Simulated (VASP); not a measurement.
A run of VASP 6.6.1 is set up as follows.

The input INCAR:

```
SYSTEM = Ca2H5
  PREC = Accurate
  ENCUT = 600
  EDIFF = 1E-7
  ISMEAR = 0
  SIGMA = 0.1
  LREAL = .FALSE.
  LASPH = .TRUE.
  NELM = 100
  ALGO = Normal
  ISIF = 3
  LWAVE = .FALSE.
  LCHARG = .FALSE.
  GGA = PE
  IBRION = 2
  NSW = 90
  EDIFFG = -0.04
```

Contents of KPOINTS:

```
regular mesh
0
G
  6 6 6
  0 0 0
```

File POSCAR:

```
Ca2H5
1.0
    0.0000000000      3.7055013400      3.8116105300
    2.5732837500      0.0000000000      3.8116105300
    2.5732837500      3.7055013400      0.0000000000
Ca H
2 5
Direct
    0.7500000000      0.7500000000      0.7500000000
    0.0000000000      0.0000000000      0.0000000000
    0.5000000000      0.5000000000      0.5000000000
    0.7261303500      0.7261303500      0.2738696500
    0.2738696500      0.2738696500      0.7261303500
    0.3602474100      0.6397525900      0.3602474100
    0.6397525900      0.3602474100      0.6397525900
```

Potentials or basis: VASP PAW PBE potentials, release 64 (Ca_sv, H).

Run with:

```bash
$ cat potpaw_PBE.64/Ca_sv/POTCAR potpaw_PBE.64/H/POTCAR > POTCAR
$ mpirun -np 1 vasp_std > vasp.out
```

Question: Estimate the space group after relaxing (to 0.1 Å).

Answer: F222 (No. 22).

Question: What does it give for the relaxed cell?

Answer: a = 7.196 Å, b = 6.725 Å, c = 3.961 Å, α = 80.13°, β = 67.02°, γ = 32.84°.

Forces on the atoms (eV/Å):
```
Ca   0.000  0.000  0.000
Ca   0.000  0.000  0.000
H    0.000  0.000  0.000
H    0.000  0.000 -0.008
H    0.000  0.000  0.008
H    0.000  0.029  0.000
H    0.000 -0.029  0.000
```
